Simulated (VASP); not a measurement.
# BaZrS3 (Pnma) in VASP: single point with PBE

Aim: the single point of BaZrS3 with PBE.

Program: VASP 6.6.1. These are calculated values, not measurements. Logs are shortened: lines on timing, memory, paths and dates and some standing lists are left out, and cuts for length are marked.

**1. The cell of the first run**

Symmetry: Pnma, No. 62, orthorhombic system. The conventional cell has a = 7.163 Å, b = 10.030 Å, c = 7.031 Å, α = 90.00°, β = 90.00°, γ = 90.00°. Ba (site symmetry m) has 12 S at 3.17 to 4.31 Å and 6 Zr at 4.08 to 4.40 Å within 4.4 Å. Within 3.4 Å of Zr (site symmetry -1) lie 6 S at 2.55 to 2.57 Å. S (site symmetry m) has 2 Zr at 2.55 Å and 2 Ba at 3.17 to 3.21 Å within 3.4 Å. Within 3.7 Å of S (site symmetry 1) lie 2 Zr at 2.56 to 2.57 Å and 3 Ba at 3.19 to 3.44 Å and 8 S at 3.60 to 3.64 Å.

**2. Single point, PBE**

INCAR reads:

```
SYSTEM = BaZrS3
  PREC = Accurate
  ENCUT = 500
  EDIFF = 1E-6
  ISMEAR = 0
  SIGMA = 0.02
  LREAL = .False.
  LASPH = .True.
  NELM = 120
  ALGO = Normal
  ISIF = 2
  LWAVE = .False.
  LCHARG = .True.
  GGA = PE
  LVHAR = .True.
  NBANDS = 96
  GGA_COMPAT = .False.
  KPAR = 4
```

KPOINTS reads:

```
regular mesh
0
Gamma
  4 4 4
  0 0 0
```

POSCAR reads:

```
BaZrS3
1.0
    7.1629349776      0.0000000000      0.0000000000
    0.0000000000     10.0302164411      0.0000000000
    0.0000000000      0.0000000000      7.0308119456
Ba Zr S
4 4 12
Direct
    0.0513925610      0.2500000000      0.0111589351
    0.4486074390      0.7500000000      0.5111589351
    0.5513925610      0.2500000000      0.4888410649
    0.9486074390      0.7500000000      0.9888410649
    0.0000000000      0.0000000000      0.5000000000
    0.5000000000      0.0000000000      0.0000000000
    0.5000000000      0.5000000000      0.0000000000
    0.0000000000      0.5000000000      0.5000000000
    0.9929389020      0.2500000000      0.5649314192
    0.5070610980      0.7500000000      0.0649314192
    0.4929389020      0.2500000000      0.9350685808
    0.0070610980      0.7500000000      0.4350685808
    0.2102229344      0.9658681325      0.7899512706
    0.2897770656      0.0341318675      0.2899512706
    0.7102229344      0.5341318675      0.7100487294
    0.7897770656      0.4658681325      0.2100487294
    0.7897770656      0.0341318675      0.2100487294
    0.7102229344      0.9658681325      0.7100487294
    0.2897770656      0.4658681325      0.2899512706
    0.2102229344      0.5341318675      0.7899512706
```

Potentials or basis: VASP PAW PBE potentials, release 64 (Ba_sv, Zr_sv, S).

Run with:

```bash
> cat potpaw_PBE.64/Ba_sv/POTCAR potpaw_PBE.64/Zr_sv/POTCAR potpaw_PBE.64/S/POTCAR > POTCAR
> mpirun -np 4 vasp_std > vasp.out
```

OUTCAR:

```text
SYSTEM = BaZrS3
   PREC = Accurate
   ENCUT = 500
   EDIFF = 1E-6
   ISMEAR = 0
   LREAL = .False.
   LASPH = .True.
   NELM = 120
   ISIF = 2
   GGA = PE

 ion  position               nearest neighbor table
   1  0.051  0.250  0.011-   9 3.17  16 3.19  17 3.19  11 3.21  14 3.38  19 3.38  13 3.44  20 3.44
                             6 4.08   7 4.08   5 4.27   8 4.27
   2  0.449  0.750  0.511-  10 3.17  15 3.19  18 3.19  12 3.21  13 3.38  20 3.38  19 3.44  14 3.44
                             5 4.08   8 4.08   7 4.27   6 4.27
   3  0.551  0.250  0.489-  11 3.17  14 3.19  19 3.19   9 3.21  17 3.38  16 3.38  18 3.44  15 3.44
                             5 4.08   8 4.08   7 4.27   6 4.27
   4  0.949  0.750  0.989-  12 3.17  13 3.19  20 3.19  10 3.21  18 3.38  15 3.38  16 3.44  17 3.44
                             6 4.08   7 4.08   5 4.27   8 4.27
   5  0.000  0.000  0.500-   9 2.55  12 2.55  13 2.56  17 2.56  14 2.57  18 2.57   2 4.08   3 4.08
                             1 4.27   4 4.27
   6  0.500  0.000  0.000-  10 2.55  11 2.55  14 2.56  18 2.56  17 2.57  13 2.57   1 4.08   4 4.08
                             3 4.27   2 4.27
   7  0.500  0.500  0.000-  10 2.55  11 2.55  15 2.56  19 2.56  16 2.57  20 2.57   1 4.08   4 4.08
                             3 4.27   2 4.27
   8  0.000  0.500  0.500-   9 2.55  12 2.55  16 2.56  20 2.56  19 2.57  15 2.57   2 4.08   3 4.08
                             1 4.27   4 4.27
   9  0.993  0.250  0.565-   5 2.55   8 2.55   1 3.17   3 3.21
  10  0.507  0.750  0.065-   6 2.55   7 2.55   2 3.17   4 3.21
  11  0.493  0.250  0.935-   6 2.55   7 2.55   3 3.17   1 3.21
  12  0.007  0.750  0.435-   5 2.55   8 2.55   4 3.17   2 3.21
  13  0.210  0.966  0.790-   5 2.56   6 2.57   4 3.19   2 3.38   1 3.44
  14  0.290  0.034  0.290-   6 2.56   5 2.57   3 3.19   1 3.38   2 3.44
  15  0.710  0.534  0.710-   7 2.56   8 2.57   2 3.19   4 3.38   3 3.44
  16  0.790  0.466  0.210-   8 2.56   7 2.57   1 3.19   3 3.38   4 3.44
  17  0.790  0.034  0.210-   5 2.56   6 2.57   1 3.19   3 3.38   4 3.44
  18  0.710  0.966  0.710-   6 2.56   5 2.57   2 3.19   4 3.38   3 3.44
  19  0.290  0.466  0.290-   7 2.56   8 2.57   3 3.19   1 3.38   2 3.44
  20  0.210  0.534  0.790-   8 2.56   7 2.57   4 3.19   2 3.38   1 3.44

  LATTYP: Found a simple orthorhombic cell.
 ALAT       =     7.0308119456
 B/A-ratio  =     1.0187920020
 C/A-ratio  =     1.4266085509

  Lattice vectors:

 A1 = (   0.0000000000,   0.0000000000,   7.0308119456)
 A2 = (   7.1629349776,   0.0000000000,   0.0000000000)
 A3 = (   0.0000000000,  10.0302164411,   0.0000000000)

Analysis of symmetry for initial positions (statically):
=====================================================================
 Subroutine PRICEL returns:
 Original cell was already a primitive cell.

 Routine SETGRP: Setting up the symmetry group for a
 simple orthorhombic supercell.

[... 169 lines left out ...]
   EMIN   =  10.00;   EMAX   =-10.00  energy-range for DOS
   EFERMI =   0.00;   METHOD = LEGACY
   ISMEAR =     0;   SIGMA  =   0.02  broadening in eV -4-tet -1-fermi 0-gaus
   EFERMI_NEDOS =   21; number of points for ismear=-14 and -15
   IALGO  =     38    algorithm
   IMIX   =      4    mixing-type and parameters
     AMIX     =   0.40;   BMIX     =  1.00
     AMIX_MAG =   1.60;   BMIX_MAG =  1.00
  volume/ion in A,a.u.               =      25.26       170.44
  Fermi-wavevector in a.u.,A,eV,Ry     =   1.115953  2.108845 16.944030  1.245351
  Thomas-Fermi vector in A             =   2.252562
   LORBIT       =      0    0 simple, 1 ext, 2 COOP (PROOUT), +10 PAW based schemes
   GGA     = PE    functional components
   LHFCALC =     F    Hartree Fock is set to
   AEXX    =    0.0000 exact exchange contribution
   IVDW    =     0    specifies the selected vdW correction
   LEPSILON=     F    determine dielectric tensor
   LRPA    =     F    only Hartree local field effects (RPA)
 non-spin polarized calculation
 Gauss-broadening in eV      SIGMA  =   0.02
  energy-cutoff  :      500.00
  volume of cell :      505.13
 maximum number of plane-waves:     12884
 NGX is ok and might be reduce to    54
   NGX = 27   NGY = 37   NGZ = 25

 number of electron     160.0000000 magnetization

 Free energy of the ion-electron system (eV)
  ---------------------------------------------------
  ext. energy  EPLUGINS =         0.00000000
  ---------------------------------------------------
  free energy    TOTEN  =      -127.85991818 eV

  energy without entropy =     -127.85991818  energy(sigma->0) =     -127.85991818

 E-fermi :   3.8117     XC(G=0):  -9.4414

 val. band max:        3.6300368719   @ k =   0.0000   0.0000   0.0000
 cond. band min:       4.6896697839   @ k =   0.0000   0.0000   0.0000
 fundamental gap:      1.0596329120
 Fermi energy:         3.8116814339

 k-point     1 :       0.0000    0.0000    0.0000
  band No.  band energies     occupation
      1     -45.2822      2.00000
      2     -45.2820      2.00000
      3     -45.2818      2.00000
      4     -45.2816      2.00000
      5     -23.3208      2.00000
      6     -23.3181      2.00000
[... 2269 lines left out ...]
     91       6.8626      0.00000
     92       6.8626      0.00000

 [... further k-points ...]

 [bands above 92 left out]

------------------------ aborting loop because EDIFF is reached ----------------------------------------

  FORCE on cell =-STRESS in cart. coord.  units (eV):
  Direction    XX          YY          ZZ          XY          YZ          ZX
  --------------------------------------------------------------------------------------
  -------------------------------------------------------------------------------------
  Total        1.0514943      1.0958038      1.0376499      0.0000000      0.0000000      0.0000000
  in kB        3.3351143      3.4756543      3.2912028      0.0000000      0.0000000      0.0000000
  external PRESSURE =       3.3673238 kB  Pullay stress =       0.0000000 kB

 VOLUME and BASIS-vectors are now :
 -----------------------------------------------------------------------------
  energy-cutoff  :      500.00
  volume of cell :      505.13
      direct lattice vectors                 reciprocal lattice vectors
     7.162934978  0.000000000  0.000000000     0.139607577  0.000000000  0.000000000
     0.000000000 10.030216441  0.000000000     0.000000000  0.099698746  0.000000000
     0.000000000  0.000000000  7.030811946     0.000000000  0.000000000  0.142231083

 POSITION                                       TOTAL-FORCE (eV/Angst)
 -----------------------------------------------------------------------------------
      0.36812      2.50755      0.07846        -0.014664      0.000000      0.008259
      3.21335      7.52266      3.59386         0.014664      0.000000      0.008259
      3.94959      2.50755      3.43695        -0.014664      0.000000     -0.008259
      6.79481      7.52266      6.95236         0.014664      0.000000     -0.008259
      0.00000      0.00000      3.51541         0.000000      0.000000     -0.000000
      3.58147      0.00000      0.00000         0.000000      0.000000     -0.000000
[... 12 lines left out ...]
      2.07565      4.67276      2.03859        -0.018487      0.019933     -0.010862
      1.50581      5.35746      5.55400         0.018487     -0.019933     -0.010862
 -----------------------------------------------------------------------------------
    total drift:                                0.000000     -0.000000      0.000000

  FREE ENERGIE OF THE ION-ELECTRON SYSTEM (eV)
  ---------------------------------------------------
  free  energy   TOTEN  =      -127.8599181817 eV

  energy  without entropy=     -127.8599181817  energy(sigma->0) =     -127.85991818
```

It took 5.4 min on 4 MPI ranks of Intel Xeon 6975P-C (Granite Rapids), shared host; peak memory 1.1 GiB.

What came out:

```yaml
Free_energy: -127.8599 eV
Pressure: 0.3 GPa
Largest_force: 0.040 eV/Å
Band_gap_on_the_k_mesh: 1.06 eV
```

Forces on the atoms (eV/Å):
```
Ba  -0.015  0.000  0.008
Ba   0.015  0.000  0.008
Ba  -0.015  0.000 -0.008
Ba   0.015  0.000 -0.008
Zr   0.000  0.000  0.000
Zr   0.000  0.000  0.000
Zr   0.000  0.000  0.000
Zr   0.000  0.000  0.000
S    0.029  0.000 -0.027
S   -0.029  0.000 -0.027
S    0.029  0.000  0.027
S   -0.029  0.000  0.027
S    0.018  0.020 -0.011
S   -0.018 -0.020 -0.011
S    0.018 -0.020  0.011
S   -0.018  0.020  0.011
S   -0.018 -0.020  0.011
S    0.018  0.020  0.011
S   -0.018  0.020 -0.011
S    0.018 -0.020 -0.011
```

Levels at points of the mesh, in eV from the valence-band top:
```tsv
k point	band 78	band 79	band 80	band 81	band 82	band 83
(0.00, 0.00, 0.00)	-0.04	-0.01	0.00	1.06	1.14	1.21
(0.50, 0.00, 0.00)	-0.51	-0.21	-0.21	2.06	2.06	2.18
(0.00, 0.50, 0.00)	-0.25	-0.22	-0.22	1.24	1.24	2.07
(0.50, 0.50, 0.00)	-0.31	-0.31	-0.31	2.43	2.43	2.43
(0.00, 0.00, 0.50)	-0.46	-0.28	-0.28	2.10	2.10	2.19
(0.50, 0.00, 0.50)	-0.35	-0.05	-0.05	1.18	1.18	2.48
(0.00, 0.50, 0.50)	-0.35	-0.28	-0.28	2.37	2.37	2.39
(0.50, 0.50, 0.50)	-0.34	-0.34	-0.34	2.19	2.19	2.19
```

Caveat: spin-orbit coupling is left out, which moves the levels of the heavy elements. A k mesh can miss the band edges.
